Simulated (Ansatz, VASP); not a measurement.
This is a calculation of RbBr for Ansatz 0.2.0.

Contents of input.yaml:

```yaml
crystal:
  lattice:
    - [0.0, 3.427, 3.427]
    - [3.427, 0.0, 3.427]
    - [3.427, 3.427, 0.0]
  atoms:
    - { symbol: Rb, position: [0.0, 0.0, 0.0] }
    - { symbol: Br, position: [0.5, 0.5, 0.5] }
kpoints:
  mp_grid: { grid: [4, 4, 4] }
scf:
  occupations: { method: fermi_dirac, width: 0.05 }
hamiltonian:
  xc: { preset: hse06, exx: { coeff: 0.25, omega: 0.6 } }
  pseudopotentials: { kind: all_electron, datasets: crystal }
output:
  forces: true
  stress: true
```

Potentials or basis: all-electron PAW datasets made for the crystal.

The run is started by

```sh
$ ansatz run input.yaml --threads 1 --pin off --max-ram 3072MiB --backend cpu --events-out ev --progress --plain --runs-dir out
```

Problem. Translate it to VASP 6.6.1. Potentials there: VASP PAW PBE potentials, release 64 (Rb_sv, Br).

Solution. As run (the cutoff follows the program's own potentials):

File POSCAR:

```
RbBr
1.0
    0.0000000000      3.4270000000      3.4270000000
    3.4270000000      0.0000000000      3.4270000000
    3.4270000000      3.4270000000      0.0000000000
Rb Br
1 1
Direct
    0.0000000000      0.0000000000      0.0000000000
    0.5000000000      0.5000000000      0.5000000000
```

The input INCAR.step1:

```
SYSTEM = RbBr
ALGO = Normal
EDIFF = 1E-5
ENCUT = 520
GGA = PE
ISIF = 2
ISMEAR = -1
LASPH = .TRUE.
LCHARG = .FALSE.
LREAL = .FALSE.
LWAVE = .TRUE.
NBANDS = 15
NELM = 60
PREC = Accurate
SIGMA = 0.05
```

Contents of INCAR.step2:

```
SYSTEM = RbBr
AEXX = 0.25
ALGO = Normal
EDIFF = 1E-7
ENCUT = 520
GGA = PE
HFSCREEN = 0.6
ISIF = 2
ISMEAR = -1
ISTART = 1
LASPH = .TRUE.
LCHARG = .FALSE.
LHFCALC = .TRUE.
LREAL = .FALSE.
LWAVE = .FALSE.
NBANDS = 15
NELM = 60
PREC = Accurate
PRECFOCK = Normal
SIGMA = 0.05
```

File KPOINTS:

```
k-points
0
G
  4 4 4
  0 0 0
```

Potentials or basis: VASP PAW PBE potentials, release 64 (Rb_sv, Br).

Run with:

```bash
$ cat potpaw_PBE.64/Rb_sv/POTCAR potpaw_PBE.64/Br/POTCAR > POTCAR
$ cp INCAR.step1 INCAR
$ mpirun -np 1 vasp_std > vasp.out
$ cp INCAR.step2 INCAR
$ mpirun -np 1 vasp_std > vasp.out
```

Both were run:

|  | VASP | Ansatz | Ansatz less VASP |
| --- | --- | --- | --- |
| gap on the k mesh at the Fermi level (eV) | 4.84 | 4.84 | +0.003 |
| least direct gap on the mesh (eV) | 4.84 | 4.84 | +0.003 |
| pressure (GPa) | 0.8 | 0.8 | -0.02 |

VASP's potentials were made for PBE, not for PBE-based screened hybrid. Ansatz ran all-electron here, and VASP with PAW potentials.
